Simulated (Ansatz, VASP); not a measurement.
# Two plane-wave programs on Ti4H

Contents of INCAR:

```
PREC = Accurate ; ENCUT = 600
EDIFF = 1E-7 ; ISMEAR = 0
SIGMA = 0.1 ; LREAL = F
LASPH = T ; NELM = 100
ALGO = Normal ; ISIF = 3
LWAVE = F ; LCHARG = F
GGA = PE ; IBRION = 2
NSW = 90 ; EDIFFG = -0.04
```

File KPOINTS:

```
Automatic mesh
0
Gamma
  6 6 4
```

The input POSCAR:

```
Ti4H
1.0
    4.1529838000      0.0000000000      0.0000000000
   -2.0764919000      3.5965894700      0.0000000000
    0.0000000000      0.0000000000      4.1513010400
Ti H
4 1
Direct
    0.5000000000      0.0000000000      0.0000000000
    0.0000000000      0.5000000000      0.0000000000
    0.5000000000      0.5000000000      0.0000000000
    0.0000000000      0.0000000000      0.5000000000
    0.0000000000      0.0000000000      0.0000000000
```

Input for Ansatz:

```yaml
crystal:
  lattice:
    - [4.1529838, 0.0, 0.0]
    - [-2.0764919, 3.59658947, 0.0]
    - [0.0, 0.0, 4.15130104]
  atoms:
    - { symbol: Ti, position: [0.5, 0.0, 0.0] }
    - { symbol: Ti, position: [0.0, 0.5, 0.0] }
    - { symbol: Ti, position: [0.5, 0.5, 0.0] }
    - { symbol: Ti, position: [0.0, 0.0, 0.5] }
    - { symbol: H, position: [0.0, 0.0, 0.0] }
basis:
  ecutwfc: 420
kpoints:
  mp_grid: { grid: [6, 6, 4] }
hamiltonian:
  xc: pbe
scf:
  occupations: { method: gaussian, width: 0.1 }
  lower_state_search: "off"
output:
  forces: true
  stress: true
  eigenvalues: true
relax:
  adjacent_minimum: "off"
  f_tol: 0.04
  max_steps: 70
  cell: { stress_tol: 0.4 }
```

Alike in both runs: task relaxation of cell and atoms; functional PBE; k mesh 6 × 6 × 4; occupations gaussian, width 0.1 eV; no spin polarisation.

|  | VASP | Ansatz |
| --- | --- | --- |
| version | VASP 6.6.1 | Ansatz 0.2.0 |
| potentials or method | VASP PAW PBE potentials, release 64 (Ti_sv, H), cutoff 600 eV | scalar-relativistic, plane waves, PAW |
| valence electrons in the cell | 49 | 49 |

|  | VASP | Ansatz | Ansatz less VASP |
| --- | --- | --- | --- |
| gap on the k mesh at the Fermi level, each at its own relaxed structure (eV) | none | none | - |
| relaxed volume (Å³/atom) | 15.33 | 15.43 | +0.098 |
| relaxed length of the cell vector where the two differ most in proportion (Å) | 5.334 | 5.357 | +0.0224 |

A gap of «none» marks a metal or a gap that the smearing closes.

The k mesh is coarse, so the values compare programs but aren't converged. Noted on VASP's run: the volume moved by over 15 % at a fixed basis, so the end points are rough.
